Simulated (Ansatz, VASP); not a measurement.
# MoS2 in VASP and in Ansatz

The input INCAR:

```
ALGO = Normal ; EDIFF = 1E-6
ENCUT = 520 ; ISIF = 2
ISMEAR = -1 ; LASPH = True
LCHARG = False ; LREAL = False
LWAVE = False ; NBANDS = 20
NELM = 100 ; PREC = Accurate
SIGMA = 0.05
```

The input KPOINTS:

```
k-points
0
Gamma
  10 10 10
```

POSCAR

```
MoS2
1.0
    1.5904638811      0.9182547499      6.1907296638
   -1.5904638811      0.9182547499      6.1907296638
    0.0000000000     -1.8365094997      6.1907296638
Mo S
1 2
Direct
    0.0000000000      0.0000000000      0.0000000000
    0.4170000000      0.4170000000      0.4170000000
    0.2500000000      0.2500000000      0.2500000000
```

The input input.yaml:

```yaml
crystal:
  lattice:
    - [1.5904638811, 0.9182547499, 6.1907296638]
    - [-1.5904638811, 0.9182547499, 6.1907296638]
    - [0.0, -1.8365094997, 6.1907296638]
  atoms:
    - { symbol: Mo, position: [0.0, 0.0, 0.0] }
    - { symbol: S, position: [0.417, 0.417, 0.417] }
    - { symbol: S, position: [0.25, 0.25, 0.25] }
kpoints:
  mp_grid: { grid: [10, 10, 10] }
scf:
  occupations: { method: fermi_dirac, width: 0.05 }
hamiltonian:
  xc: lda
  pseudopotentials: { kind: all_electron, lapw: { basis_error: 0.002 } }
output:
  forces: true
  stress: true
  eigenvalues: true
```

Change from the starting cell: volume scaled by 1.02.

Alike in both runs: task single point; functional LDA; k mesh 10 × 10 × 10; occupations fermi-dirac, width 0.05 eV; no spin polarisation.

|  | VASP | Ansatz |
| --- | --- | --- |
| version | VASP 6.6.1 | Ansatz 0.2.0 |
| potentials or method | VASP PAW LDA potentials, release 64 (Mo_sv, S), cutoff 520 eV | all-electron LAPW, scalar-relativistic |

Ansatz gave:

| Quantity | Value |
| --- | --- |
| gap on the k mesh at the Fermi level (eV) | 0.90 |
| least direct gap on the mesh (eV) | 1.91 |
| pressure (GPa) | -5.3 |
| traceless stress, the component that is largest in VASP (GPa) | 1.43 |
| rms of the force components (eV/Å) | 0.136 |

Which values does VASP return?

gap on the k mesh at the Fermi level (eV): 0.90; least direct gap on the mesh (eV): 1.91; pressure (GPa): -5.2; traceless stress, the component that is largest in VASP (GPa): 1.40; rms of the force components (eV/Å): 0.130.

LDA's correlation is that of Perdew and Zunger in VASP and of Perdew and Wang (1992) in Ansatz. Atom by atom the forces differ by 0.006 eV/Å (rms over components). Ansatz ran all-electron here, and VASP with PAW potentials.
